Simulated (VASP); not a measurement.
## ZnS (Wurtzite-2H): single point with PBE

Crystal: ZnS (Wurtzite-2H).

```
Zn S
1.0
     3.75949    0.00000    0.00000
    -1.87975    3.25582    0.00000
     0.00000    0.00000    6.14975
Zn S
2 2
Direct
  0.33333 0.66667 0.00000
  0.66667 0.33333 0.50000
  0.33333 0.66667 0.38500
  0.66667 0.33333 0.88500
```

| Quantity | Value |
| --- | --- |
| Program | VASP 6.6.1 |
| Task | single point |
| Functional | PBE |
| Potentials or basis | VASP PAW PBE potentials, release 64 (Zn, S) |
| Cutoff | 520 eV |
| k mesh | 5 × 5 × 3 |
| Occupations | gaussian, width 0.01 eV |
| Spin | no spin polarisation |
| Dipole correction | no |
| Further INCAR settings | ALGO = Normal; EDIFF = 1e-06; NBANDS = 26 |

The pressure is 6.1 GPa and the largest force is 0.379 eV/Å. The band gap on the k mesh is 2.45 eV, direct.

Forces in eV/Å, atoms in the order of the input:
```
Zn   0.000  0.000  0.379
Zn   0.000  0.000  0.379
S    0.000  0.000 -0.379
S    0.000  0.000 -0.379
```

Stress tensor (GPa, compression positive):
```
7.05 0.00 0.00
0.00 7.05 0.00
0.00 0.00 4.22
```

Levels at points of the mesh, in eV from the valence-band top:
```csv
k point,band 15,band 16,band 17,band 18,band 19,band 20,band 21,band 22
"(0.00, 0.00, 0.00)",-0.91,0.00,0.00,0.00,2.45,3.08,6.27,6.27
```

Run time: 35 s on 1 thread of Intel Xeon 8259CL, with other jobs on the host, peak memory 0.18 GiB.

A hybrid or GW would open this gap; PBE tends to underestimate it.
